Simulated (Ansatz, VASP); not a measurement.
# MgS in VASP and in Ansatz

```
Mg S
1.0
     0.00000    2.60062    2.60062
     2.60062    0.00000    2.60062
     2.60062    2.60062    0.00000
Mg S
1 1
Direct
  0.00000 0.00000 0.00000
  0.50000 0.50000 0.50000
```

Alike in both runs: task single point; functional PBEsol; k mesh 10 × 10 × 10; occupations gaussian, width 0.05 eV; no spin polarisation.

|  | VASP | Ansatz |
| --- | --- | --- |
| version | VASP 6.6.1 | Ansatz 0.2.0 |
| potentials or method | VASP PAW PBE potentials, release 64 (Mg, S), cutoff 520 eV | scalar-relativistic, plane waves, PAW |
| valence electrons in the cell | 8 | 16 |

VASP gave:

| Property | Result |
| --- | --- |
| gap on the k mesh at the Fermi level (eV) | 2.71 |
| least direct gap on the mesh (eV) | 3.60 |
| pressure (GPa) | -1.1 |

Problem. Estimate Ansatz's values.

Solution. gap on the k mesh at the Fermi level (eV): 2.70; least direct gap on the mesh (eV): 3.60; pressure (GPa): -0.8.

VASP's potentials were made for PBE, not for PBEsol. The functional is the same, so the differences come from potentials, cutoffs and numerics. VASP's potentials hold 8 valence electrons a cell and Ansatz's 16, so a difference there can come from the potentials and not from the codes.
